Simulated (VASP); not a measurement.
# TaGe2N3 (P6/mmm) in VASP: notebook

TaGe2N3 is run at these levels: PBE; tasks: single point.

Everything below comes from runs of VASP 6.6.1. Logs are shortened: lines on timing, memory, paths and dates and some standing lists are left out, and cuts for length are marked.

## (1) The cell of the first run

The structure is hexagonal, space group P6/mmm (No. 191). The conventional cell has a = 5.175 Å, b = 5.175 Å, c = 3.940 Å, α = 90.00°, β = 90.00°, γ = 120.00°. Within 2.6 Å of Ta (site symmetry 6/mmm) lie 2 N at 1.97 Å. Ge (site symmetry -6m2) has 2 N at 1.97 Å within 2.6 Å. Within 2.6 Å of N (site symmetry -6m2) lie 2 Ge at 1.97 Å. N (site symmetry 6/mmm) has 2 Ta at 1.97 Å within 2.6 Å.

The cell was generated, and may not be a known phase.

## (2) Single point, PBE

Input file INCAR:

```
PREC = Accurate
ENCUT = 700
EDIFF = 1E-6
ISMEAR = 0
SIGMA = 0.1
LREAL = False
LASPH = True
NELM = 120
ALGO = Normal
ISIF = 2
LWAVE = False
LCHARG = False
GGA = PE
NBANDS = 37
GGA_COMPAT = False
```

Input file KPOINTS:

```
regular mesh
0
Gamma
  6 6 4
```

Input file POSCAR:

```
TaGe2N3
1.0
    5.1749186300      0.0000000000      0.0000000000
   -2.5874593100      4.4816109900      0.0000000000
    0.0000000000      0.0000000000      3.9404608000
Ta Ge N
1 2 3
Direct
    0.0000000000      0.0000000000      0.0000000000
    0.3333333300      0.6666666700      0.0000000000
    0.6666666700      0.3333333300      0.0000000000
    0.3333333300      0.6666666700      0.5000000000
    0.6666666700      0.3333333300      0.5000000000
    0.0000000000      0.0000000000      0.5000000000
```

Potentials or basis: VASP PAW PBE potentials, release 64 (Ta_sv_GW, Ge_d, N).

The run is started by

```sh
cat potpaw_PBE.64/Ta_sv_GW/POTCAR potpaw_PBE.64/Ge_d/POTCAR potpaw_PBE.64/N/POTCAR > POTCAR
mpirun -np 1 vasp_std > vasp.out
```

OUTCAR:

```text
PREC = Accurate
   ENCUT = 700
   EDIFF = 1E-6
   ISMEAR = 0
   LREAL = False
   LASPH = True
   NELM = 120
   ISIF = 2
   GGA = PE

 ion  position               nearest neighbor table
   1  0.000  0.000  0.000-   6 1.97   6 1.97   2 2.99   3 2.99   2 2.99   3 2.99   3 2.99   2 2.99

   2  0.333  0.667  0.000-   4 1.97   4 1.97   1 2.99   1 2.99   1 2.99
   3  0.667  0.333  0.000-   5 1.97   5 1.97   1 2.99   1 2.99   1 2.99
   4  0.333  0.667  0.500-   2 1.97   2 1.97
   5  0.667  0.333  0.500-   3 1.97   3 1.97
   6  0.000  0.000  0.500-   1 1.97   1 1.97

  LATTYP: Found a hexagonal cell.
 ALAT       =     5.1749186300
 C/A-ratio  =     0.7614536733

  Lattice vectors:

 A1 = (   5.1749186300,   0.0000000000,   0.0000000000)
 A2 = (  -2.5874593100,   4.4816109900,   0.0000000000)
 A3 = (   0.0000000000,   0.0000000000,   3.9404608000)

Analysis of symmetry for initial positions (statically):
=====================================================================
 Subroutine PRICEL returns:
 Original cell was already a primitive cell.

 Routine SETGRP: Setting up the symmetry group for a
 hexagonal supercell.

 Subroutine GETGRP returns: Found 24 space group operations
 (whereof 24 operations were pure point group operations)
 out of a pool of 24 trial point group operations.

The static configuration has the point symmetry D_6h.

Analysis of symmetry for dynamics (positions and initial velocities):
=====================================================================
 Subroutine PRICEL returns:
 Original cell was already a primitive cell.

 Routine SETGRP: Setting up the symmetry group for a
 hexagonal supercell.

 Subroutine GETGRP returns: Found 24 space group operations
 (whereof 24 operations were pure point group operations)
 out of a pool of 24 trial point group operations.

The dynamic configuration has the point symmetry D_6h.

 Subroutine INISYM returns: Found 24 space group operations
 (whereof 24 operations are pure point group operations),
 and found     1 'primitive' translations

----------------------------------------------------------------------------------------

                                     Primitive cell

  volume of cell :      91.3871

  direct lattice vectors                    reciprocal lattice vectors
     5.174918630  0.000000000  0.000000000     0.193239753  0.111567024  0.000000000
    -2.587459310  4.481610990  0.000000000     0.000000000  0.223134048  0.000000000
     0.000000000  0.000000000  3.940460800     0.000000000  0.000000000  0.253777426

  length of vectors
     5.174918630  5.174918622  3.940460800     0.223134047  0.223134048  0.253777426

  position of ions in fractional coordinates (direct lattice)
     0.000000000  0.000000000  0.000000000
     0.333333330  0.666666670  0.000000000
     0.666666670  0.333333330  0.000000000
     0.333333330  0.666666670  0.500000000
     0.666666670  0.333333330  0.500000000
     0.000000000  0.000000000  0.500000000

  ion indices of the primitive-cell ions
   primitive index   ion index
                 1           1
                 2           2
                 3           3
                 4           4
                 5           5
                 6           6

----------------------------------------------------------------------------------------

 KPOINTS: regular mesh

Automatic generation of k-mesh.
 Grid dimensions read from file:
 generate k-points for:    6    6    4

 Generating k-lattice:

  Cartesian coordinates                     Fractional coordinates (reciprocal lattice)
     0.032206626  0.018594504  0.000000000     0.166666667  0.000000000  0.000000000
     0.000000000  0.037189008  0.000000000     0.000000000  0.166666667  0.000000000
     0.000000000  0.000000000  0.063444357     0.000000000  0.000000000  0.250000000

  Length of vectors
     0.037189008  0.037189008  0.063444357

  Shift w.r.t. Gamma in fractional coordinates (k-lattice)
     0.000000000  0.000000000  0.000000000

 Subroutine IBZKPT returns following result:
 ===========================================

 Found     21 irreducible k-points:

 Following reciprocal coordinates:
            Coordinates               Weight
  0.000000  0.000000  0.000000      1.000000
  0.166667  0.000000  0.000000      6.000000
  0.333333 -0.000000  0.000000      6.000000
  0.500000 -0.000000  0.000000      3.000000
  0.166667  0.166667  0.000000      6.000000
  0.333333  0.166667  0.000000     12.000000
[... 13 lines left out ...]
  0.333333  0.166667  0.500000     12.000000
  0.333333  0.333333  0.500000      2.000000
   k-points           NKPTS =     21   k-points in BZ     NKDIM =     21   number of bands    NBANDS=     37
   number of dos      NEDOS =    301   number of ions     NIONS =      6
   total plane-waves  NPLWV =  82944
   dimension x,y,z NGX =    48 NGY =   48 NGZ =   36
   dimension x,y,z NGXF=    96 NGYF=   96 NGZF=   72
   ions per type =               1   2   3
   NGX,Y,Z   is equivalent  to a cutoff of  15.42, 15.42, 15.19 a.u.
   NGXF,Y,Z  is equivalent  to a cutoff of  30.84, 30.84, 30.38 a.u.
 SYSTEM =  unknown system
   PREC   = accura    normal or accurate (medium, high low for compatibility)
   ISTART =      0    job   : 0-new  1-cont  2-samecut
   ICHARG =      2    charge: 1-file 2-atom 10-const
   ISPIN  =      1    spin polarized calculation?
   LNONCOLLINEAR =      F non collinear calculations
   LSORBIT =      F    spin-orbit coupling
   LASPH  =      T    aspherical Exc in radial PAW
   ENCUT  =  700.0 eV  51.45 Ry    7.17 a.u.  11.16 11.16  8.50*2*pi/ulx,y,z
   NELM   =    120;   NELMIN=  2; NELMDL= -5     # of ELM steps
   EDIFF  = 0.1E-05   stopping-criterion for ELM
   LREAL  =      F    real-space projection
[... 7 lines left out ...]
   TEBEG  =    0.0;   TEEND  =   0.0 temperature during run
   PSTRESS=    0.0 pullay stress
   NELECT =      56.0000    total number of electrons
   NUPDOWN=      -1.0000    fix difference up-down
   EMIN   =  10.00;   EMAX   =-10.00  energy-range for DOS
   EFERMI =   0.00;   METHOD = LEGACY
   ISMEAR =     0;   SIGMA  =   0.10  broadening in eV -4-tet -1-fermi 0-gaus
   EFERMI_NEDOS =   21; number of points for ismear=-14 and -15
   IALGO  =     38    algorithm
   IMIX   =      4    mixing-type and parameters
     AMIX     =   0.40;   BMIX     =  1.00
     AMIX_MAG =   1.60;   BMIX_MAG =  1.00
  volume/ion in A,a.u.               =      15.23       102.79
  Fermi-wavevector in a.u.,A,eV,Ry     =   1.390516  2.627694 26.307331  1.933534
  Thomas-Fermi vector in A             =   2.514443
   LORBIT       =      0    0 simple, 1 ext, 2 COOP (PROOUT), +10 PAW based schemes
   GGA     = PE    functional components
   LHFCALC =     F    Hartree Fock is set to
   AEXX    =    0.0000 exact exchange contribution
   IVDW    =     0    specifies the selected vdW correction
   LEPSILON=     F    determine dielectric tensor
   LRPA    =     F    only Hartree local field effects (RPA)
 non-spin polarized calculation
 Gauss-broadening in eV      SIGMA  =   0.10
  energy-cutoff  :      700.00
  volume of cell :       91.39
 maximum number of plane-waves:      3864
 NGX is ok and might be reduce to    48
   NGX = 23   NGY = 23   NGZ = 17

 number of electron      56.0000012 magnetization

 Free energy of the ion-electron system (eV)
  ---------------------------------------------------
  ext. energy  EPLUGINS =         0.00000000
  ---------------------------------------------------
  free energy    TOTEN  =       -40.49949864 eV

  energy without entropy =      -40.48098618  energy(sigma->0) =      -40.49024241

 E-fermi :   4.6457     XC(G=0): -10.9632

 val. band max:        4.6038425389   @ k =   0.1667   0.0000   0.2500
 cond. band min:       4.6516619801   @ k =   0.3333   0.3333   0.2500
 fundamental gap:      0.0478194412
 Fermi energy:         4.6457424211

 k-point     1 :       0.0000    0.0000    0.0000
  band No.  band energies     occupation
      1     -63.5455      2.00000
      2     -30.0372      2.00000
      3     -30.0372      2.00000
      4     -29.8167      2.00000
      5     -19.4089      2.00000
      6     -19.3799      2.00000
[... 29 lines left out ...]
     36       9.6728      0.00000
     37       9.6728      0.00000

 k-point     2 :       0.1667    0.0000    0.0000
  band No.  band energies     occupation
      1     -63.5455      2.00000
      2     -30.0376      2.00000
      3     -30.0372      2.00000
      4     -29.8168      2.00000
      5     -19.4076      2.00000
      6     -19.3868      2.00000
[... 29 lines left out ...]
     36      10.4570      0.00000
     37      10.9973      0.00000

 k-point     3 :       0.3333   -0.0000    0.0000
  band No.  band energies     occupation
      1     -63.5455      2.00000
      2     -30.0383      2.00000
      3     -30.0373      2.00000
      4     -29.8168      2.00000
      5     -19.4049      2.00000
      6     -19.3964      2.00000
[... 29 lines left out ...]
     36      11.6799      0.00000
     37      12.1132      0.00000

 k-point     4 :       0.5000   -0.0000    0.0000
  band No.  band energies     occupation
      1     -63.5455      2.00000
      2     -30.0386      2.00000
      3     -30.0374      2.00000
      4     -29.8167      2.00000
      5     -19.4035      2.00000
      6     -19.4008      2.00000
[... 29 lines left out ...]
     36      10.9080      0.00000
     37      12.9097      0.00000
[... 563 lines left out ...]
      1     -63.5449      2.00000
      2     -30.0339      2.00000
      3     -30.0333      2.00000
      4     -29.8767      2.00000
      5     -19.3934      2.00000
      6     -19.3850      2.00000
[... 29 lines left out ...]
     36      10.4587      0.00000
     37      11.3438      0.00000

 k-point    20 :       0.3333    0.1667    0.5000
  band No.  band energies     occupation
      1     -63.5449      2.00000
      2     -30.0343      2.00000
      3     -30.0335      2.00000
      4     -29.8767      2.00000
      5     -19.4008      2.00000
      6     -19.3871      2.00000
[... 29 lines left out ...]
     36      10.6349      0.00000
     37      11.4841      0.00000

 k-point    21 :       0.3333    0.3333    0.5000
  band No.  band energies     occupation
      1     -63.5449      2.00000
      2     -30.0340      2.00000
      3     -30.0340      2.00000
      4     -29.8767      2.00000
      5     -19.4047      2.00000
      6     -19.3813      2.00000
[... 29 lines left out ...]
     36      10.2015      0.00000
     37      10.2963      0.00000

------------------------ aborting loop because EDIFF is reached ----------------------------------------

  FORCE on cell =-STRESS in cart. coord.  units (eV):
  Direction    XX          YY          ZZ          XY          YZ          ZX
  --------------------------------------------------------------------------------------
  -------------------------------------------------------------------------------------
  Total       -1.7007564     -1.7007564     -7.3132931     -0.0000000     -0.0000000      0.0000000
  in kB      -29.8172787    -29.8172786   -128.2150094     -0.0000000     -0.0000000      0.0000000
  external PRESSURE =     -62.6165222 kB  Pullay stress =       0.0000000 kB

 VOLUME and BASIS-vectors are now :
 -----------------------------------------------------------------------------
  energy-cutoff  :      700.00
  volume of cell :       91.39
      direct lattice vectors                 reciprocal lattice vectors
     5.174918630  0.000000000  0.000000000     0.193239753  0.111567024  0.000000000
    -2.587459310  4.481610990  0.000000000     0.000000000  0.223134048  0.000000000
     0.000000000  0.000000000  3.940460800     0.000000000  0.000000000  0.253777426

 POSITION                                       TOTAL-FORCE (eV/Angst)
 -----------------------------------------------------------------------------------
      0.00000      0.00000      0.00000         0.000000      0.000000      0.000000
     -0.00000      2.98774      0.00000         0.000000      0.000000     -0.000000
      2.58746      1.49387      0.00000        -0.000000     -0.000000      0.000000
     -0.00000      2.98774      1.97023         0.000000     -0.000000      0.000000
      2.58746      1.49387      1.97023        -0.000000      0.000000      0.000000
      0.00000      0.00000      1.97023         0.000000      0.000000      0.000000
 -----------------------------------------------------------------------------------
    total drift:                               -0.000000      0.000000     -0.000000

  FREE ENERGIE OF THE ION-ELECTRON SYSTEM (eV)
  ---------------------------------------------------
  free  energy   TOTEN  =       -40.4994986445 eV

  energy  without entropy=      -40.4809861794  energy(sigma->0) =      -40.49024241
```

It took 1.9 min on 1 thread of AMD EPYC 9R45 (Zen 5), shared host; peak memory 0.31 GiB.

What came out:

| Item | Value |
| --- | --- |
| Free energy | -40.4995 eV |
| Pressure | -6.3 GPa |
| Band gap on the k mesh | zero (bands 28 and 29 overlap by 0.72 eV) |

Caveat: the k points lie up to 0.40 Å⁻¹ apart, too coarse for converged energies and pressures of a metal; spin-orbit coupling is left out, which moves the levels of the heavy elements.

## (3) Single point, PBE

This run uses another cell than the first one, of 14.63 Å³/atom.

Input file INCAR:

```
SYSTEM = TaGe2N3
PREC     = Accurate       ! precision mode
ENCUT    = 700            ! plane-wave cutoff, eV
EDIFF    = 1E-6           ! SCF threshold, eV
ISMEAR   = 0              ! smearing method
SIGMA    = 0.1            ! smearing width, eV
LREAL    = .FALSE.        ! projectors in reciprocal space
LASPH    = .TRUE.         ! aspherical terms in the spheres
NELM     = 120            ! most SCF steps
ALGO     = Normal         ! electronic algorithm
ISIF     = 2              ! what is computed and relaxed
LWAVE    = .FALSE.        ! write WAVECAR
LCHARG   = .FALSE.        ! write CHGCAR
GGA      = PE             ! functional
NBANDS   = 37             ! bands
GGA_COMPAT= .FALSE.
```

Input file KPOINTS:

```
regular mesh
0
G
  6 6 4
  0 0 0
```

Input file POSCAR:

```
TaGe2N3
1.0
    5.1265858093     -0.0000000029      0.0000000000
   -2.5632929022      4.4397535470      0.0000000000
    0.0000000000      0.0000000000      3.8554606145
Ta Ge N
1 2 3
Direct
    0.0000000000      0.0000000000      0.0000000000
    0.3333333333      0.6666666667      0.0000000000
    0.6666666667      0.3333333333      0.0000000000
    0.3333333333      0.6666666667      0.5000000000
    0.6666666667      0.3333333333      0.5000000000
    0.0000000000      0.0000000000      0.5000000000
```

Potentials or basis: VASP PAW PBE potentials, release 64 (Ta_sv_GW, Ge_d, N).

The run is started by

```sh
cat potpaw_PBE.64/Ta_sv_GW/POTCAR potpaw_PBE.64/Ge_d/POTCAR potpaw_PBE.64/N/POTCAR > POTCAR
mpirun -np 1 vasp_std > vasp.out
```

OUTCAR:

```text
SYSTEM = TaGe2N3
   PREC = Accurate
   ENCUT = 700
   EDIFF = 1E-6
   ISMEAR = 0
   LREAL = .FALSE.
   LASPH = .TRUE.
   NELM = 120
   ISIF = 2
   GGA = PE

 ion  position               nearest neighbor table
   1  0.000  0.000  0.000-   6 1.93   6 1.93   2 2.96   3 2.96   3 2.96   2 2.96   3 2.96   2 2.96

   2  0.333  0.667  0.000-   4 1.93   4 1.93   1 2.96   1 2.96   1 2.96
   3  0.667  0.333  0.000-   5 1.93   5 1.93   1 2.96   1 2.96   1 2.96
   4  0.333  0.667  0.500-   2 1.93   2 1.93
   5  0.667  0.333  0.500-   3 1.93   3 1.93
   6  0.000  0.000  0.500-   1 1.93   1 1.93

  LATTYP: Found a hexagonal cell.
[... 1041 lines left out ...]
  Total       -0.1937665     -0.1937665     -0.3216717      0.0000000     -0.0000000      0.0000000
  in kB       -3.5377401     -3.5377401     -5.8730018      0.0000000     -0.0000000      0.0000000
  external PRESSURE =      -4.3161607 kB  Pullay stress =       0.0000000 kB

 VOLUME and BASIS-vectors are now :
 -----------------------------------------------------------------------------
  energy-cutoff  :      700.00
  volume of cell :       87.75
      direct lattice vectors                 reciprocal lattice vectors
     5.126585809 -0.000000003  0.000000000     0.195061594  0.112618864  0.000000000
    -2.563292902  4.439753547  0.000000000     0.000000000  0.225237728  0.000000000
     0.000000000  0.000000000  3.855460615     0.000000000  0.000000000  0.259372381

 POSITION                                       TOTAL-FORCE (eV/Angst)
 -----------------------------------------------------------------------------------
      0.00000      0.00000      0.00000         0.000000     -0.000000      0.000000
      0.00000      2.95984      0.00000         0.000000     -0.000000      0.000000
      2.56329      1.47992      0.00000         0.000000      0.000000      0.000000
      0.00000      2.95984      1.92773         0.000000      0.000000      0.000000
      2.56329      1.47992      1.92773        -0.000000      0.000000      0.000000
      0.00000      0.00000      1.92773         0.000000     -0.000000      0.000000
 -----------------------------------------------------------------------------------
    total drift:                               -0.000000      0.000000      0.000000

  FREE ENERGIE OF THE ION-ELECTRON SYSTEM (eV)
  ---------------------------------------------------
  free  energy   TOTEN  =       -40.5918887056 eV

  energy  without entropy=      -40.5589062811  energy(sigma->0) =      -40.57539749
```

It took 2.6 min on 1 thread of Intel Xeon Platinum 8375C at 2.90GHz (Ice Lake), shared host; peak memory 0.35 GiB.

Results:

```
Free energy            : -40.5919 eV
Pressure               : -0.4 GPa
Band gap on the k mesh : zero (bands 28 and 29 overlap by 0.72 eV)
```

Levels at points of the mesh, in eV from the Fermi level:
```
           k point  band 25  band 26  band 27  band 28  band 29  band 30  band 31  band 32
(0.00, 0.00, 0.00)    -1.44    -0.01     0.58     0.58     0.62     0.62     1.47     1.47
(0.50, 0.00, 0.00)    -1.37    -0.20    -0.19    -0.09     0.48     1.27     1.38     1.66
(0.00, 0.00, 0.50)    -1.87    -1.87     0.20     0.46     0.46     1.73     1.73     4.52
(0.50, 0.00, 0.50)    -1.48    -0.80    -0.19    -0.05     0.08     0.73     1.06     5.12
```

Caveat: the k points lie up to 0.41 Å⁻¹ apart, too coarse for converged energies and pressures of a metal; spin-orbit coupling is left out, which moves the levels of the heavy elements.

The gap in the log of VASP goes by the Fermi energy; the results here count the filled bands.